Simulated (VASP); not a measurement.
Here is a VASP 6.6.1 calculation.

INCAR

```
SYSTEM = PtSe
PREC = Accurate ; ENCUT = 520
EDIFF = 1E-6 ; ISMEAR = -1
SIGMA = 0.05 ; LREAL = .FALSE.
LASPH = .TRUE. ; NELM = 100
ALGO = Normal ; ISIF = 2
LWAVE = .FALSE. ; LCHARG = .FALSE.
GGA = PE ; NBANDS = 15
```

File KPOINTS:

```
regular mesh
0
G
  8 8 8
  0 0 0
```

POSCAR

```
PtSe
1.0
    0.0000000000      2.6433753637      2.6433753637
    2.6433753637      0.0000000000      2.6433753637
    2.6433753637      2.6433753637      0.0000000000
Pt Se
1 1
Direct
    0.5000000000      0.5000000000      0.5000000000
    0.0000000000      0.0000000000      0.0000000000
```

Potentials or basis: VASP PAW PBE potentials, release 64 (Pt, Se).

Launch:

```sh
$ cat potpaw_PBE.64/Pt/POTCAR potpaw_PBE.64/Se/POTCAR > POTCAR
$ mpirun -np 1 vasp_std > vasp.out
```

Problem. Predict the pressure.

Solution. -0.1 GPa.

Problem. What does it give for the band gap on the k mesh?

Solution. Zero (band 8 reaches 10.39 eV, above the bottom of band 9 at 6.07 eV).

Caveat: spin-orbit coupling is left out, which moves the levels of the heavy elements.
